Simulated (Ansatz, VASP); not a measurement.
Two plane-wave programs on Au

Contents of INCAR:

```
PREC = Accurate
ENCUT = 520
EDIFF = 1E-6
ISMEAR = 0
SIGMA = 0.15
LREAL = F
LASPH = T
NELM = 100
ALGO = Fast
ISIF = 2
LWAVE = F
LCHARG = T
GGA = PE
LELF = T
LVHAR = T
NBANDS = 12
```

The input KPOINTS:

```
Automatic mesh
0
Gamma
  20 20 20
```

POSCAR

```
Au
1.0
    0.0000000000      2.2091400000      2.2091400000
    2.2091400000      0.0000000000      2.2091400000
    2.2091400000      2.2091400000      0.0000000000
Au
1
Direct
    0.0000000000      0.0000000000      0.0000000000
```

Input for Ansatz:

```yaml
crystal:
  lattice:
    - [0.0, 2.20914, 2.20914]
    - [2.20914, 0.0, 2.20914]
    - [2.20914, 2.20914, 0.0]
  atoms:
    - { symbol: Au, position: [0.0, 0.0, 0.0] }
basis:
  ecutwfc: 420
kpoints:
  mp_grid: { grid: [20, 20, 20] }
hamiltonian:
  xc: pbe
scf:
  occupations: { method: gaussian, width: 0.15 }
output:
  forces: true
  stress: true
  eigenvalues: true
```

Change from the starting cell: strain +0.080 along x and y, +0.080 along z, atoms carried along.

Alike in both runs: task single point; functional PBE; k mesh 20 × 20 × 20; occupations gaussian, width 0.15 eV; no spin polarisation.

|  | VASP | Ansatz |
| --- | --- | --- |
| version | VASP 6.6.1 | Ansatz 0.2.0 |
| potentials or method | VASP PAW PBE potentials, release 64 (Au), cutoff 520 eV | scalar-relativistic, plane waves, PAW |
| valence electrons in the cell | 11 | 19 |

```csv
,VASP,Ansatz,Ansatz less VASP
gap on the k mesh at the Fermi level (eV),none,none,-
pressure (GPa),-14.7,-14.7,+0.03
```

A gap of «none» marks a metal or a gap that the smearing closes. With one functional, cell and mesh, what is left measures potentials, basis and numerics. VASP's potentials hold 11 valence electrons a cell and Ansatz's 19, so a difference there can come from the potentials and not from the codes.

Neither program's run includes spin-orbit coupling.
